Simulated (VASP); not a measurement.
# BiC (Fm-3m) in VASP: single point with r2SCAN

Aim: the single point of BiC with r2SCAN.

Everything below comes from runs of VASP 6.6.1. Logs are shortened: lines on timing, memory, paths and dates and some standing lists are left out, and cuts for length are marked.

**1. The cell of the first run**

Symmetry: Fm-3m, No. 225, cubic system. The conventional cell has a = 5.541 Å, b = 5.541 Å, c = 5.541 Å, α = 90.00°, β = 90.00°, γ = 90.00°. Within 3.7 Å of C (site symmetry m-3m) lie 6 Bi at 2.77 Å. Within 3.7 Å of Bi (site symmetry m-3m) lie 6 C at 2.77 Å.

**2. Single point, r2SCAN**

File POSCAR:

```
BiC
1.0
    0.0000000000      2.7705330000      2.7705330000
    2.7705330000      0.0000000000      2.7705330000
    2.7705330000      2.7705330000      0.0000000000
C Bi
1 1
Direct
    0.0000000000      0.0000000000      0.0000000000
    0.5000000000      0.5000000000      0.5000000000
```

File INCAR.step1:

```
SYSTEM = BiC
  PREC = Accurate
  ENCUT = 660
  ISMEAR = -1
  SIGMA = 0.1
  LREAL = .False.
  LASPH = .True.
  NELM = 120
  NBANDS = 16
  GGA = PE
  ALGO = Normal
  EDIFF = 1E-5
  LWAVE = .True.
  LCHARG = .False.
  GGA_COMPAT = .False.
```

File INCAR.step2:

```
SYSTEM = BiC
  PREC = Accurate
  ENCUT = 660
  EDIFF = 1E-6
  ISMEAR = -1
  SIGMA = 0.1
  LREAL = .False.
  LASPH = .True.
  NELM = 120
  ALGO = Normal
  ISIF = 2
  LWAVE = .False.
  LCHARG = .False.
  METAGGA = R2SCAN
  LMIXTAU = .True.
  NBANDS = 16
  ISTART = 1
  GGA_COMPAT = .False.
```

File KPOINTS:

```
regular mesh
0
Gamma
  11 11 11
  0 0 0
```

Potentials or basis: VASP PAW PBE potentials, release 64 (C, Bi_d).

The run is started by

```bash
$ cat potpaw_PBE.64/C/POTCAR potpaw_PBE.64/Bi_d/POTCAR > POTCAR
$ cp INCAR.step1 INCAR
$ mpirun -np 1 vasp_std > vasp.out
$ cp INCAR.step2 INCAR
$ mpirun -np 1 vasp_std > vasp.out
```

OUTCAR:

```text
SYSTEM = BiC
   PREC = Accurate
   ENCUT = 660
   EDIFF = 1E-6
   ISMEAR = -1
   LREAL = .False.
   LASPH = .True.
   NELM = 120
   ISIF = 2
   METAGGA = R2SCAN
   ISTART = 1

 ion  position               nearest neighbor table
   1  0.000  0.000  0.000-   2 2.77   2 2.77   2 2.77   2 2.77   2 2.77   2 2.77
   2  0.500  0.500  0.500-   1 2.77   1 2.77   1 2.77   1 2.77   1 2.77   1 2.77

  LATTYP: Found a face centered cubic cell.
 ALAT       =     5.5410660000

  Lattice vectors:

 A1 = (   0.0000000000,   2.7705330000,   2.7705330000)
 A2 = (   2.7705330000,   0.0000000000,   2.7705330000)
 A3 = (   2.7705330000,   2.7705330000,   0.0000000000)

Analysis of symmetry for initial positions (statically):
=====================================================================
 Subroutine PRICEL returns:
 Original cell was already a primitive cell.

 Routine SETGRP: Setting up the symmetry group for a
 face centered cubic supercell.

 Subroutine GETGRP returns: Found 48 space group operations
 (whereof 48 operations were pure point group operations)
 out of a pool of 48 trial point group operations.

The static configuration has the point symmetry O_h .

Analysis of symmetry for dynamics (positions and initial velocities):
=====================================================================
 Subroutine PRICEL returns:
 Original cell was already a primitive cell.

 Routine SETGRP: Setting up the symmetry group for a
 face centered cubic supercell.

 Subroutine GETGRP returns: Found 48 space group operations
 (whereof 48 operations were pure point group operations)
 out of a pool of 48 trial point group operations.

The dynamic configuration has the point symmetry O_h .

 Subroutine INISYM returns: Found 48 space group operations
 (whereof 48 operations are pure point group operations),
 and found     1 'primitive' translations

----------------------------------------------------------------------------------------

                                     Primitive cell

  volume of cell :      42.5324

  direct lattice vectors                    reciprocal lattice vectors
     0.000000000  2.770533000  2.770533000    -0.180470689  0.180470689  0.180470689
     2.770533000  0.000000000  2.770533000     0.180470689 -0.180470689  0.180470689
     2.770533000  2.770533000  0.000000000     0.180470689  0.180470689 -0.180470689

  length of vectors
     3.918125344  3.918125344  3.918125344     0.312584403  0.312584403  0.312584403

  position of ions in fractional coordinates (direct lattice)
[... 74 lines left out ...]
   LNONCOLLINEAR =      F non collinear calculations
   LSORBIT =      F    spin-orbit coupling
   LASPH  =      T    aspherical Exc in radial PAW
   ENCUT  =  660.0 eV  48.51 Ry    6.96 a.u.   8.21  8.21  8.21*2*pi/ulx,y,z
   NELM   =    120;   NELMIN=  2; NELMDL=  0     # of ELM steps
   EDIFF  = 0.1E-05   stopping-criterion for ELM
   LREAL  =      F    real-space projection
   EDIFFG = 0.1E-04   stopping-criterion for IOM
   NSW    =      0    number of steps for IOM
   IBRION =     -1    ionic relax: 0-MD 1-quasi-New 2-CG
   NFREE  =      0    steps in history (QN), initial steepest desc. (CG)
   ISIF   =      2    stress and relaxation
   ISYM   =      2    0-nonsym 1-usesym 2-fastsym
   POTIM  = 0.5000    time-step for ionic-motion
   TEBEG  =    0.0;   TEEND  =   0.0 temperature during run
   PSTRESS=    0.0 pullay stress
   NELECT =      19.0000    total number of electrons
   NUPDOWN=      -1.0000    fix difference up-down
   EMIN   =  10.00;   EMAX   =-10.00  energy-range for DOS
   EFERMI =   0.00;   METHOD = LEGACY
   ISMEAR =    -1;   SIGMA  =   0.10  broadening in eV -4-tet -1-fermi 0-gaus
   EFERMI_NEDOS =   21; number of points for ismear=-14 and -15
   IALGO  =     38    algorithm
   IMIX   =      4    mixing-type and parameters
     AMIX     =   0.40;   BMIX     =  1.00
     AMIX_MAG =   1.60;   BMIX_MAG =  1.00
  volume/ion in A,a.u.               =      21.27       143.51
  Fermi-wavevector in a.u.,A,eV,Ry     =   1.251467  2.364930 21.309029  1.566169
  Thomas-Fermi vector in A             =   2.385413
   LORBIT       =      0    0 simple, 1 ext, 2 COOP (PROOUT), +10 PAW based schemes
   METAGGA = R2SCAN    functional components
   LHFCALC =     F    Hartree Fock is set to
   AEXX    =    0.0000 exact exchange contribution
   IVDW    =     0    specifies the selected vdW correction
   LEPSILON=     F    determine dielectric tensor
   LRPA    =     F    only Hartree local field effects (RPA)
 non-spin polarized calculation
  energy-cutoff  :      660.00
  volume of cell :       42.53
 maximum number of plane-waves:      1649
 NGX is ok and might be reduce to    36
   NGX = 17   NGY = 17   NGZ = 17

 number of electron      19.0000002 magnetization

 Free energy of the ion-electron system (eV)
  ---------------------------------------------------
  ext. energy  EPLUGINS =         0.00000000
  ---------------------------------------------------
  free energy    TOTEN  =       -64.41876157 eV

  energy without entropy =      -64.37963981  energy(sigma->0) =      -64.39920069

 E-fermi :   6.0205     XC(G=0): -10.9230

 val. band max:        6.0149677646   @ k =  -0.2727   0.0909   0.0000
 cond. band min:       6.0838276897   @ k =  -0.1818   0.1818   0.0000
 fundamental gap:      0.0688599251
 Fermi energy:         6.0204652639

 k-point     1 :       0.0000    0.0000    0.0000
  band No.  band energies     occupation
      1     -17.5656      2.00000
      2     -17.5656      2.00000
      3     -17.5656      2.00000
      4     -17.5254      2.00000
      5     -17.5254      2.00000
      6      -7.9862      2.00000
[... 433 lines left out ...]
      3     -17.5478      2.00000
      4     -17.5350      2.00000
      5     -17.5167      2.00000
      6      -6.7935      2.00000
[... 8 lines left out ...]
     15      16.2263      0.00000
     16      17.7858      0.00000

 [... further k-points ...]
[... 5 lines left out ...]
  --------------------------------------------------------------------------------------
  -------------------------------------------------------------------------------------
  Total       -4.2420117     -4.2420117     -4.2420117      0.0000000      0.0000000     -0.0000000
  in kB     -159.7947358   -159.7947358   -159.7947358      0.0000000      0.0000000     -0.0000000
  external PRESSURE =    -159.7947358 kB  Pullay stress =       0.0000000 kB

 VOLUME and BASIS-vectors are now :
 -----------------------------------------------------------------------------
  energy-cutoff  :      660.00
  volume of cell :       42.53
      direct lattice vectors                 reciprocal lattice vectors
     0.000000000  2.770533000  2.770533000    -0.180470689  0.180470689  0.180470689
     2.770533000  0.000000000  2.770533000     0.180470689 -0.180470689  0.180470689
     2.770533000  2.770533000  0.000000000     0.180470689  0.180470689 -0.180470689

 POSITION                                       TOTAL-FORCE (eV/Angst)
 -----------------------------------------------------------------------------------
      0.00000      0.00000      0.00000         0.000000      0.000000     -0.000000
      2.77053      2.77053      2.77053        -0.000000     -0.000000      0.000000
 -----------------------------------------------------------------------------------
    total drift:                                0.000000      0.000000      0.000000

  FREE ENERGIE OF THE ION-ELECTRON SYSTEM (eV)
  ---------------------------------------------------
  free  energy   TOTEN  =       -64.4187615678 eV

  energy  without entropy=      -64.3796398061  energy(sigma->0) =      -64.39920069
```

OUTCAR.step1:

```text
SYSTEM = BiC
   PREC = Accurate
   ENCUT = 660
   ISMEAR = -1
   LREAL = .False.
   LASPH = .True.
[... 677 lines left out ...]
      0.00000      0.00000      0.00000        -0.000000     -0.000000      0.000000
      2.77053      2.77053      2.77053         0.000000      0.000000      0.000000
 -----------------------------------------------------------------------------------
    total drift:                                0.000000      0.000000      0.000000

  FREE ENERGIE OF THE ION-ELECTRON SYSTEM (eV)
  ---------------------------------------------------
  free  energy   TOTEN  =        -9.2817228224 eV

  energy  without entropy=       -9.2377137032  energy(sigma->0) =       -9.25971826
```

Wall time 5 min (1 thread of Intel Xeon 8259CL, shared host); peak memory 0.24 GiB.

Results:

```
Free energy            : -64.4188 eV
Pressure               : -16.0 GPa
Band gap on the k mesh : zero (an odd number of electrons rules out a gap without spin polarisation)
```

Caveat: the cell stands under tension; the PAW data sets were made with another functional, which shifts forces and pressure a little; spin-orbit coupling is left out, which moves the levels of the heavy elements; an odd number of electrons without spin polarisation forces a metal; a magnetic or distorted state may lie lower.

The gap in the log of VASP goes by the Fermi energy; the results here count the filled bands.